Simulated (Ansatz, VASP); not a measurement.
Te in VASP and in Ansatz

```xyz
3
Lattice="4.5917 0.0000 0.0000 -2.2959 3.9766 0.0000 0.0000 0.0000 5.9250" Properties=species:S:1:pos:R:3 pbc="T T T"
Te    3.4208    0.0000    1.9750
Te   -1.7104    2.9625    3.9500
Te    0.5854    1.0140    0.0000
```

Change from the starting cell: equal xx and yy strain of +3 %, PAW files.

Alike in both runs: task electric field gradients; functional LDA; k mesh 9 × 9 × 6; occupations fermi-dirac, width 0.08 eV; no spin polarisation.

```csv
,VASP,Ansatz
version,VASP 6.6.1,Ansatz 0.2.0
potentials or method,"VASP PAW LDA potentials, release 64 (Te)","PAW with Ansatz's default frozen-core files, scalar-relativistic"
plane-wave cutoff (eV),520,420
valence electrons in the cell,18,48
```

|  | VASP | Ansatz | Ansatz less VASP |
| --- | --- | --- | --- |
| pressure (GPa) | -2.4 | -2.5 | -0.12 |
| rms of the force components (eV/Å) | 0.095 | 0.076 | -0.0192 |
| size of Vzz on the site where it differs most (V/Å²) | 582.5 | 606.1 | +23.59 |

LDA's correlation is that of Perdew and Zunger in VASP and of Perdew and Wang (1992) in Ansatz. Atom by atom the forces differ by 0.019 eV/Å (rms over components). VASP's potentials hold 18 valence electrons a cell and Ansatz's 48, so a difference there can come from the potentials and not from the codes.

Neither program's run includes spin-orbit coupling.
